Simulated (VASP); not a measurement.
A run of VASP 6.6.1 is set up as follows.

File POSCAR:

```
ZnS
1.0
    0.0000000000      2.6468416657      2.6468416657
    2.6468416657      0.0000000000      2.6468416657
    2.6468416657      2.6468416657      0.0000000000
Zn S
1 1
Direct
    0.7500000000      0.7500000000      0.7500000000
    0.0000000000      0.0000000000      0.0000000000
```

Contents of INCAR.step1:

```
SYSTEM = ZnS
  ALGO = Normal
  EDIFF = 1E-5
  ENCUT = 520
  GGA = PE
  ISIF = 2
  ISMEAR = -1
  LASPH = .True.
  LCHARG = .False.
  LREAL = .False.
  LWAVE = .True.
  NBANDS = 16
  NELM = 60
  PREC = Accurate
  SIGMA = 0.05
```

INCAR.step2

```
SYSTEM = ZnS
  AEXX = 0.25
  ALGO = Normal
  EDIFF = 1E-6
  ENCUT = 520
  GGA = PE
  ISIF = 2
  ISMEAR = -1
  ISTART = 1
  LASPH = .True.
  LCHARG = .False.
  LHFCALC = .True.
  LREAL = .False.
  LWAVE = .False.
  NBANDS = 16
  NELM = 60
  PREC = Accurate
  PRECFOCK = Normal
  SIGMA = 0.05
```

KPOINTS

```
k-points
0
Gamma
  5 5 5
  0 0 0
```

Potentials or basis: VASP PAW PBE potentials, release 64 (Zn, S).

Command:

```console
$ cat potpaw_PBE.64/Zn/POTCAR potpaw_PBE.64/S/POTCAR > POTCAR
$ cp INCAR.step1 INCAR
$ mpirun -np 1 vasp_std > vasp.out
$ cp INCAR.step2 INCAR
$ mpirun -np 1 vasp_std > vasp.out
```

Q: What does it give for the pressure?

A: 6.3 GPa.

Q: What does it give for the band gap on the k mesh?

A: 4.34 eV.

Caveat: the cell stands under pressure; the PAW data sets were made with another functional, which shifts forces and pressure a little.
